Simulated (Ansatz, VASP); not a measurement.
# Two plane-wave programs on K2ZrO2

```
K Zr O
1.0
     5.07568    0.00000    0.00000
    -2.53784    4.39566    0.00000
     0.00000    0.00000    4.93925
K Zr O
2 1 2
Direct
  0.33333 0.66667 0.27580
  0.66667 0.33333 0.72420
  0.00000 0.00000 0.00000
  0.00000 0.00000 0.37940
  0.00000 0.00000 0.62060
```

Change from the starting cell: species swapped into the Rb2PtC2 type (P-3m1, No. 164).

Alike in both runs: task single point; functional PBE; k mesh 6 × 6 × 4; occupations gaussian, width 0.1 eV; no spin polarisation.

|  | VASP | Ansatz |
| --- | --- | --- |
| version | VASP 6.6.1 | Ansatz 0.2.0 |
| potentials or method | VASP PAW PBE potentials, release 64 (K_sv, Zr_sv, O), cutoff 520 eV | scalar-relativistic, plane waves, PAW |
| valence electrons in the cell | 42 | 42 |

```csv
,VASP,Ansatz,Ansatz less VASP
gap on the k mesh at the Fermi level (eV),none,none,-
pressure (GPa),20.1,19.4,-0.71
"traceless stress, the component that is largest in VASP (GPa)",24.68,23.20,-1.481
rms of the force components (eV/Å),3.509,3.035,-0.4739
```

Atom by atom the forces differ by 0.477 eV/Å (rms over components). A gap of «none» marks a metal or a gap that the smearing closes. The functional is the same, so the differences come from potentials, cutoffs and numerics.

Noted on VASP's run: the standard files for N, O and F lose accuracy on very short bonds.
